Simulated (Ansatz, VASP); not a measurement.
**TiO2 in VASP and in Ansatz**

File INCAR:

```
PREC = Accurate ; ENCUT = 520
EDIFF = 1E-7 ; ISMEAR = 0
SIGMA = 0.02 ; LREAL = F
LASPH = T ; NELM = 100
ALGO = Normal ; ISIF = 2
LWAVE = F ; LCHARG = F
GGA = PE ; NBANDS = 33
```

File KPOINTS:

```
regular mesh
0
Gamma
  10 10 10
```

The input POSCAR:

```
TiO2
1.0
   -1.8994484773      1.8994484773      4.8498387184
    1.8994484773     -1.8994484773      4.8498387184
    1.8994484773      1.8994484773     -4.8498387184
Ti O
2 4
Direct
    0.0000000000      0.0000000000      0.0000000000
    0.7500000000      0.2500000000      0.5000000000
    0.9564669609      0.4564669609      0.5000000000
    0.2064669609      0.2064669609      0.0000000000
    0.5435330391      0.0435330391      0.5000000000
    0.7935330391      0.7935330391      0.0000000000
```

Input for Ansatz:

```yaml
crystal:
  lattice:
    - [-1.8994484773, 1.8994484773, 4.8498387184]
    - [1.8994484773, -1.8994484773, 4.8498387184]
    - [1.8994484773, 1.8994484773, -4.8498387184]
  atoms:
    - { symbol: Ti, position: [0.0, 0.0, 0.0] }
    - { symbol: Ti, position: [0.75, 0.25, 0.5] }
    - { symbol: O, position: [0.9564669609, 0.4564669609, 0.5] }
    - { symbol: O, position: [0.2064669609, 0.2064669609, 0.0] }
    - { symbol: O, position: [0.5435330391, 0.0435330391, 0.5] }
    - { symbol: O, position: [0.7935330391, 0.7935330391, 0.0] }
basis:
  ecutwfc: 420
kpoints:
  mp_grid: { grid: [10, 10, 10] }
  band_path:
    path:
      - [[0.0, 0.0, 0.0], [0.0, 0.0, 0.5], [0.25, 0.25, 0.25], [0.0, 0.5, 0.0], [0.0, 0.0, 0.0], [0.5, 0.5, -0.5], [0.2883478, 0.7116522, -0.2883478]]
      - [[-0.2883478, 0.2883478, 0.2883478], [0.0, 0.0, 0.0]]
      - [[0.0, 0.0, 0.5], [-0.0766956, 0.0766956, 0.5]]
      - [[0.5, 0.5, -0.0766956], [0.5, 0.5, -0.5]]
    npoints: 10
hamiltonian:
  xc: pbe
scf:
  occupations: { method: gaussian, width: 0.02 }
  n_extra_bands: 9
output:
  forces: true
  stress: true
  eigenvalues: true
```

Alike in both runs: task single point; functional PBE; k mesh 10 × 10 × 10; occupations gaussian, width 0.02 eV; no spin polarisation.

```csv
,VASP,Ansatz
version,VASP 6.6.1,Ansatz 0.2.0
potentials or method,"VASP PAW PBE potentials, release 64 (Ti_sv, O), cutoff 520 eV","scalar-relativistic, plane waves, PAW"
valence electrons in the cell,48,48
```

Ansatz gave:

| Item | Value |
| --- | --- |
| gap on the k mesh at the Fermi level (eV) | 2.14 |
| least direct gap on the mesh (eV) | 2.43 |
| pressure (GPa) | 0.0 |
| rms of the force components (eV/Å) | 0.000 |

Task: What did VASP give for the same quantities?

Result: gap on the k mesh at the Fermi level (eV): 2.11; least direct gap on the mesh (eV): 2.41; pressure (GPa): 0.7; rms of the force components (eV/Å): 0.009.

Atom by atom the forces differ by 0.009 eV/Å (rms over components).
